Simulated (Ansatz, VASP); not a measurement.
One calculation of Li, two programs

```xyz
2
Lattice="3.4314 0.0000 0.0000 0.0000 3.4314 0.0000 0.0000 0.0000 3.4314" Properties=species:S:1:pos:R:3 pbc="T T T"
Li    0.0000    0.0000    0.0000
Li    1.7157    1.7157    1.7157
```

Alike in both runs: task single point; functional PBEsol; k mesh 16 × 16 × 16; occupations gaussian, width 0.1 eV; no spin polarisation.

```csv
,VASP,Ansatz
version,VASP 6.6.1,Ansatz 0.2.0
potentials or method,"VASP PAW PBE potentials, release 64 (Li_sv), cutoff 750 eV","scalar-relativistic, plane waves, PAW"
valence electrons in the cell,6,6
```

|  | VASP | Ansatz | Ansatz less VASP |
| --- | --- | --- | --- |
| gap on the k mesh at the Fermi level (eV) | none | none | - |
| pressure (GPa) | -0.1 | 0.0 | +0.11 |

VASP's potentials were made for PBE, not for PBEsol. A gap of «none» marks a metal or a gap that the smearing closes. The functional is the same, so the differences come from potentials, cutoffs and numerics.
